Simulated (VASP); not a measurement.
Input of a VASP 6.6.1 run:

File INCAR:

```
PREC = Accurate ; ENCUT = 520
EDIFF = 1E-6 ; ISMEAR = -1
SIGMA = 0.1 ; LREAL = F
LASPH = T ; NELM = 60
ALGO = Normal ; ISIF = 2
LWAVE = F ; LCHARG = F
GGA = PS ; IVDW = 12
NBANDS = 14
```

KPOINTS

```
regular mesh
0
Gamma
  14 14 8
```

The input POSCAR:

```
Re
1.0
    2.7044413289      0.0000000000      0.0000000000
   -1.3522206645      2.3421148892      0.0000000000
    0.0000000000      0.0000000000      4.3671907899
Re
2
Direct
    0.3333333333      0.6666666667      0.2500000000
    0.6666666667      0.3333333333      0.7500000000
```

Potentials or basis: VASP PAW PBE potentials, release 64 (Re).

Run with:

```console
$ cat potpaw_PBE.64/Re/POTCAR > POTCAR
$ mpirun -np 1 vasp_std > vasp.out
```

Problem. Predict the dispersion energy per atom.

Solution. -0.730 eV.

Problem. Predict the pressure.

Solution. 14.6 GPa.

Problem. Estimate the band gap on the k mesh.

Solution. Zero (bands 7 and 8 overlap by 3.58 eV).

Stress tensor (GPa, compression positive):
```
14.60  0.00  0.00
 0.00 14.60  0.00
 0.00  0.00 14.68
```

Caveat: three body term missing; the cell stands under pressure; the PAW data sets were made with another functional, which shifts forces and pressure a little; spin-orbit coupling is left out, which moves the levels of the heavy elements.
